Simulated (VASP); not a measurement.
# MnSb (rocksalt type) (Fm-3m) in VASP: settings compared, part 2 of 2

VASP 6.6.1.

## 3. Electric field gradients, LDA, collinear spin, ferromagnetic start

Contents of INCAR:

```
SYSTEM = MnSb
  ALGO = Normal
  EDIFF = 1E-8
  ENCUT = 520
  ISIF = 2
  ISMEAR = -1
  ISPIN = 2
  LASPH = .True.
  LCHARG = .False.
  LEFG = .True.
  LMAXMIX = 4
  LORBIT = 11
  LREAL = .False.
  LWAVE = .False.
  MAGMOM = 4 0
  NBANDS = 20
  NELM = 150
  PREC = Accurate
  SIGMA = 0.03
```

Contents of KPOINTS:

```
k-points
0
Gamma
  11 11 11
  0 0 0
```

Contents of POSCAR:

```
MnSb
1.0
    0.0000000000      2.7858175484      2.7858175484
    2.7858175484      0.0000000000      2.7858175484
    2.7858175484      2.7858175484      0.0000000000
Mn Sb
1 1
Direct
    0.0000000000      0.0000000000      0.0000000000
    0.5000000000      0.5000000000      0.5000000000
```

Potentials or basis: VASP PAW LDA potentials, release 64 (Mn_pv, Sb).

On the command line:

```console
$ cat potpaw_LDA.64/Mn_pv/POTCAR potpaw_LDA.64/Sb/POTCAR > POTCAR
$ mpirun -np 1 vasp_std > vasp.out
```

OUTCAR:

```text
SYSTEM = MnSb
   EDIFF = 1E-8
   ENCUT = 520
   ISIF = 2
   ISMEAR = -1
   ISPIN = 2
   LASPH = .True.
   LORBIT = 11
   LREAL = .False.
   NELM = 150
   PREC = Accurate

 ion  position               nearest neighbor table
   1  0.000  0.000  0.000-   2 2.79   2 2.79   2 2.79   2 2.79   2 2.79   2 2.79
   2  0.500  0.500  0.500-   1 2.79   1 2.79   1 2.79   1 2.79   1 2.79   1 2.79

  LATTYP: Found a face centered cubic cell.
 ALAT       =     5.5716350968

  Lattice vectors:

 A1 = (   0.0000000000,   2.7858175484,   2.7858175484)
 A2 = (   2.7858175484,   0.0000000000,   2.7858175484)
 A3 = (   2.7858175484,   2.7858175484,   0.0000000000)

Analysis of symmetry for initial positions (statically):
=====================================================================
 Subroutine PRICEL returns:
 Original cell was already a primitive cell.

 Routine SETGRP: Setting up the symmetry group for a
 face centered cubic supercell.

 Subroutine GETGRP returns: Found 48 space group operations
 (whereof 48 operations were pure point group operations)
[... 1321 lines left out ...]
    total drift:                               -0.000000      0.000000      0.000000

  FREE ENERGIE OF THE ION-ELECTRON SYSTEM (eV)
  ---------------------------------------------------
  free  energy   TOTEN  =       -13.9987106683 eV

  energy  without entropy=      -13.9961137001  energy(sigma->0) =      -13.99741218

 Electric field gradients (V/A^2)
---------------------------------------------------------------------
 ion       V_xx      V_yy      V_zz      V_xy      V_xz      V_yz
---------------------------------------------------------------------
   1       0.000     0.000    -0.000     0.005     0.005     0.005
   2      -0.000     0.000     0.000     0.000     0.000     0.000
---------------------------------------------------------------------

 Electric field gradients after diagonalization (V/A^2)
 (convention: |V_zz| > |V_xx| > |V_yy|)
----------------------------------------------------------------------
 ion       V_xx      V_yy      V_zz     asymmetry (V_yy - V_xx)/ V_zz
----------------------------------------------------------------------
   1      -0.005    -0.005     0.009       0.000
   2      -0.000    -0.000     0.000       0.000
----------------------------------------------------------------------

           NMR quadrupolar parameters

 Cq : quadrupolar parameter    Cq=e*Q*V_zz/h
 eta: asymmetry parameters     (V_yy - V_xx)/ V_zz
 Q  : nuclear electric quadrupole moment in mb (millibarn)
----------------------------------------------------------------------
 ion       Cq(MHz)       eta       Q (mb)
----------------------------------------------------------------------
   1       0.000       0.000       1.000
   2       0.000       0.000       1.000
----------------------------------------------------------------------

 total charge

# of ion       s       p       d       tot
------------------------------------------
    1        0.286   6.182   5.037  11.504
    2        1.152   1.297   0.040   2.488
--------------------------------------------------
tot          1.438   7.478   5.076  13.992

 magnetization (x)

# of ion       s       p       d       tot
------------------------------------------
    1        0.064   0.028   3.481   3.574
    2        0.014  -0.098   0.011  -0.073
--------------------------------------------------
tot          0.078  -0.070   3.493   3.501
```

OSZICAR:

```text
N       E                     dE             d eps       ncg     rms          rms(c)
DAV:   1     0.129362194754E+03    0.12936E+03   -0.94042E+03  4584   0.885E+02
DAV:   2    -0.991150387934E+01   -0.13927E+03   -0.13257E+03  4620   0.252E+02
DAV:   3    -0.150894381786E+02   -0.51779E+01   -0.51182E+01  5384   0.546E+01
DAV:   4    -0.151598547866E+02   -0.70417E-01   -0.70386E-01  5048   0.637E+00
DAV:   5    -0.151616859594E+02   -0.18312E-02   -0.18311E-02  5124   0.104E+00    0.103E+01
DAV:   6    -0.158517268099E+02   -0.69004E+00   -0.88302E+00  4912   0.367E+01    0.168E+01
DAV:   7    -0.139874826044E+02    0.18642E+01   -0.48576E+00  4872   0.269E+01    0.476E+00
DAV:   8    -0.140054342293E+02   -0.17952E-01   -0.13784E-01  5004   0.295E+00    0.221E+00
DAV:   9    -0.139953747917E+02    0.10059E-01   -0.56932E-02  5000   0.230E+00    0.111E+00
DAV:  10    -0.139973296494E+02   -0.19549E-02   -0.70288E-03  5196   0.527E-01    0.740E-01
DAV:  11    -0.139986640338E+02   -0.13344E-02   -0.20853E-03  4876   0.479E-01    0.244E-01
DAV:  12    -0.139987106298E+02   -0.46596E-04   -0.47468E-04  5172   0.201E-01    0.641E-02
DAV:  13    -0.139987063449E+02    0.42849E-05   -0.13617E-04  5104   0.106E-01    0.400E-02
DAV:  14    -0.139987097271E+02   -0.33822E-05   -0.27419E-05  4816   0.442E-02    0.184E-02
DAV:  15    -0.139987104164E+02   -0.68930E-06   -0.90301E-07  5012   0.778E-03    0.834E-03
DAV:  16    -0.139987106589E+02   -0.24252E-06   -0.45796E-07  5120   0.629E-03    0.125E-03
DAV:  17    -0.139987106683E+02   -0.93673E-08   -0.60243E-08  4388   0.133E-03
   1 F= -.13998711E+02 E0= -.13997412E+02  d E =-.259697E-02  mag=     3.6984
```

It took 83 s on 1 thread of Oxide Virtual Turin-like, shared host; peak memory 0.18 GiB.

Results:

- Free energy: -13.9987 eV
- Pressure: -7.3 GPa
- Net moment: 3.70 μB per cell
- Site moments: Mn +3.57; Sb -0.07 μB
- Largest electric field gradient by atom: under 0.05 V/Å² on every atom
- Valence electrons inside the program's atomic spheres: Mn 11.50; Sb 2.49

Caveat: the cell stands under tension; spin-orbit coupling is left out, which moves the levels of the heavy elements; a cell with one magnetic atom can't hold antiferromagnetic order, which such compounds often take.

## 4. Electric field gradients, PBEsol, collinear spin, ferromagnetic start

Contents of INCAR:

```
PREC = Accurate
ENCUT = 520
EDIFF = 1E-8
ISMEAR = -1
SIGMA = 0.03
LREAL = False
LASPH = True
NELM = 150
ALGO = Normal
ISIF = 2
LWAVE = False
LCHARG = False
ISPIN = 2
MAGMOM = 4 0
LORBIT = 11
LMAXMIX = 4
GGA = PS
LEFG = True
NBANDS = 20
```

Contents of KPOINTS:

```
Automatic mesh
0
Gamma
  11 11 11
```

POSCAR is that of step 3.

Potentials or basis: VASP PAW PBE potentials, release 64 (Mn_pv, Sb).

On the command line:

```console
$ cat potpaw_PBE.64/Mn_pv/POTCAR potpaw_PBE.64/Sb/POTCAR > POTCAR
$ mpirun -np 1 vasp_std > vasp.out
```

OUTCAR:

```text
PREC = Accurate
   ENCUT = 520
   EDIFF = 1E-8
   ISMEAR = -1
   LREAL = False
   LASPH = True
   NELM = 150
   ISIF = 2
   ISPIN = 2
   LORBIT = 11
   GGA = PS

 ion  position               nearest neighbor table
   1  0.000  0.000  0.000-   2 2.79   2 2.79   2 2.79   2 2.79   2 2.79   2 2.79
   2  0.500  0.500  0.500-   1 2.79   1 2.79   1 2.79   1 2.79   1 2.79   1 2.79

  LATTYP: Found a face centered cubic cell.
 ALAT       =     5.5716350968

  Lattice vectors:

 A1 = (   0.0000000000,   2.7858175484,   2.7858175484)
 A2 = (   2.7858175484,   0.0000000000,   2.7858175484)
 A3 = (   2.7858175484,   2.7858175484,   0.0000000000)

Analysis of symmetry for initial positions (statically):
=====================================================================
 Subroutine PRICEL returns:
 Original cell was already a primitive cell.

 Routine SETGRP: Setting up the symmetry group for a
 face centered cubic supercell.

 Subroutine GETGRP returns: Found 48 space group operations
 (whereof 48 operations were pure point group operations)
 out of a pool of 48 trial point group operations.

The static configuration has the point symmetry O_h .

Analysis of symmetry for dynamics (positions and initial velocities):
=====================================================================
 Subroutine PRICEL returns:
 Original cell was already a primitive cell.

 Routine SETGRP: Setting up the symmetry group for a
 face centered cubic supercell.

[... 1288 lines left out ...]
  Direction    XX          YY          ZZ          XY          YZ          ZX
  --------------------------------------------------------------------------------------
  -------------------------------------------------------------------------------------
  Total       -1.0014731     -1.0014731     -1.0014731      0.0000000     -0.0000000     -0.0000000
  in kB      -37.1075155    -37.1075155    -37.1075155      0.0000000     -0.0000000     -0.0000000
  external PRESSURE =     -37.1075155 kB  Pullay stress =       0.0000000 kB

 VOLUME and BASIS-vectors are now :
 -----------------------------------------------------------------------------
  energy-cutoff  :      520.00
  volume of cell :       43.24
      direct lattice vectors                 reciprocal lattice vectors
     0.000000000  2.785817548  2.785817548    -0.179480526  0.179480526  0.179480526
     2.785817548  0.000000000  2.785817548     0.179480526 -0.179480526  0.179480526
     2.785817548  2.785817548  0.000000000     0.179480526  0.179480526 -0.179480526

 POSITION                                       TOTAL-FORCE (eV/Angst)
 -----------------------------------------------------------------------------------
      0.00000      0.00000      0.00000         0.000000     -0.000000     -0.000000
      2.78582      2.78582      2.78582        -0.000000      0.000000      0.000000
 -----------------------------------------------------------------------------------
    total drift:                               -0.000000      0.000000      0.000000

  FREE ENERGIE OF THE ION-ELECTRON SYSTEM (eV)
  ---------------------------------------------------
  free  energy   TOTEN  =       -13.8007553730 eV

  energy  without entropy=      -13.7985018488  energy(sigma->0) =      -13.79962861

 Electric field gradients (V/A^2)
---------------------------------------------------------------------
 ion       V_xx      V_yy      V_zz      V_xy      V_xz      V_yz
---------------------------------------------------------------------
   1       0.000    -0.000    -0.000     0.004     0.004     0.004
   2       0.000     0.000    -0.000     0.000     0.000     0.000
---------------------------------------------------------------------

 Electric field gradients after diagonalization (V/A^2)
 (convention: |V_zz| > |V_xx| > |V_yy|)
----------------------------------------------------------------------
 ion       V_xx      V_yy      V_zz     asymmetry (V_yy - V_xx)/ V_zz
----------------------------------------------------------------------
   1      -0.004    -0.004     0.009       0.000
   2      -0.000    -0.000     0.000       0.000
----------------------------------------------------------------------

           NMR quadrupolar parameters

 Cq : quadrupolar parameter    Cq=e*Q*V_zz/h
 eta: asymmetry parameters     (V_yy - V_xx)/ V_zz
 Q  : nuclear electric quadrupole moment in mb (millibarn)
----------------------------------------------------------------------
 ion       Cq(MHz)       eta       Q (mb)
----------------------------------------------------------------------
   1       0.000       0.000       1.000
   2       0.000       0.000       1.000
----------------------------------------------------------------------

 total charge

# of ion       s       p       d       tot
------------------------------------------
    1        0.285   6.187   5.002  11.473
    2        1.145   1.294   0.037   2.476
--------------------------------------------------
tot          1.430   7.481   5.038  13.949

 magnetization (x)

# of ion       s       p       d       tot
------------------------------------------
    1        0.072   0.033   3.601   3.706
    2        0.013  -0.126   0.010  -0.103
--------------------------------------------------
tot          0.085  -0.093   3.612   3.603
```

Run time: 1.7 min. Hardware: 1 thread of Oxide Virtual Turin-like, shared host; peak memory 0.2 GiB.

Results:

```
Free energy                                           : -13.8008 eV
Pressure                                              : -3.7 GPa
Net moment                                            : 3.78 μB per cell
Site moments                                          : Mn +3.71; Sb -0.10 μB
Largest electric field gradient by atom               : under 0.05 V/Å² on every atom
Valence electrons inside the program's atomic spheres : Mn 11.47; Sb 2.48
```

Levels at points of the mesh, in eV from the Fermi level:
Spin up:
| k point | band 8 | band 9 | band 10 | band 11 | band 12 | band 13 | band 14 | band 15 |
| --- | --- | --- | --- | --- | --- | --- | --- | --- |
| (0.00, 0.00, 0.00) | -2.80 | -2.80 | 1.30 | 1.30 | 1.30 | 5.02 | 8.05 | 8.19 |
Spin down:
```csv
k point,band 3,band 4,band 5,band 6,band 7,band 8,band 9,band 10,band 11,band 12
"(0.00, 0.00, 0.00)",-46.25,-11.50,0.14,0.14,0.19,0.19,0.19,1.34,1.34,1.34
```

Caveat: the cell stands under tension; the PAW data sets were made with another functional, which shifts forces and pressure a little; spin-orbit coupling is left out, which moves the levels of the heavy elements; a cell with one magnetic atom can't hold antiferromagnetic order, which such compounds often take.

## 5. The runs side by side

```csv
task,level,potentials or basis,spin,k mesh for the DOS,occupations for the DOS,gap on the mesh (eV),pressure (GPa),moment (μB)
single point,PBE,"VASP PAW PBE potentials, release 64 (Mn_pv, Sb)",off,17 × 17 × 17,tetrahedron,-,-,-
electric field gradients,LDA,"VASP PAW LDA potentials, release 64 (Mn_pv, Sb)","collinear, ferromagnetic start",-,-,none,-7.3,3.70
electric field gradients,PBEsol,"VASP PAW PBE potentials, release 64 (Mn_pv, Sb)","collinear, ferromagnetic start",-,-,none,-3.7,3.78
```

Alike in all rows: cell as given; k mesh 11 × 11 × 11; cutoff (eV) 520; smearing fermi-dirac 0.03 eV.

Caveats: spin-orbit coupling is left out, which moves the levels of the heavy elements; the cell stands under tension (at least some runs); a cell with one magnetic atom can't hold antiferromagnetic order, which such compounds often take (at least some runs); the PAW data sets were made with another functional, which shifts forces and pressure a little (at least some runs).

Absolute energies hang on the potentials; compare differences alone.
